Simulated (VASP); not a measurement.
Set up this calculation in VASP 6.6.1, as the native input.

| Quantity | Value |
| --- | --- |
| Task | single point |
| Functional | PBE |
| Potentials or basis | VASP PAW PBE potentials, release 64 (Al, Ga_d, As) |
| Cutoff | 520 eV |
| k mesh | 6 × 6 × 10 |
| Occupations | gaussian, width 0.1 eV |
| Spin | no spin polarisation |
| Dipole correction | no |
| Further INCAR settings | ALGO = Normal; EDIFF = 1e-06; NBANDS = 31 |

The structure of AlGa2As3 lies in POSCAR:

```
AlGa2As3
1.0
    6.4276679261      0.0000000000      0.0000000000
   -3.2138339631      5.5665237111      0.0000000000
    0.0000000000      0.0000000000      3.8410967816
Al Ga As
1 2 3
Direct
    0.0000000000      0.0000000000      0.5000000000
    0.3333333333      0.6666666667      0.5000000000
    0.6666666667      0.3333333333      0.5000000000
    0.0000000000      0.5000000000      0.0000000000
    0.5000000000      0.0000000000      0.0000000000
    0.5000000000      0.5000000000      0.0000000000
```

The cell was generated, and may not be a known phase.

One way to write it, as run:

INCAR

```
SYSTEM = AlGa2As3
PREC = Accurate ; ENCUT = 520
EDIFF = 1E-6 ; ISMEAR = 0
SIGMA = 0.1 ; LREAL = .FALSE.
LASPH = .TRUE. ; NELM = 100
ALGO = Normal ; ISIF = 2
LWAVE = .FALSE. ; LCHARG = .FALSE.
GGA = PE ; NBANDS = 31
```

KPOINTS

```
regular mesh
0
G
  6 6 10
  0 0 0
```

Potentials or basis: VASP PAW PBE potentials, release 64 (Al, Ga_d, As).

The run is started by

```bash
$ cat potpaw_PBE.64/Al/POTCAR potpaw_PBE.64/Ga_d/POTCAR potpaw_PBE.64/As/POTCAR > POTCAR
$ mpirun -np 1 vasp_std > vasp.out
```

Results of the run:

```yaml
Pressure: 0.1 GPa
Band_gap_on_the_k_mesh: zero (bands 22 and 23 overlap by 1.94 eV)
```

It took 99 s on 1 thread of AMD EPYC 9R45 (Zen 5) (shared host), peak memory 0.3 GiB.
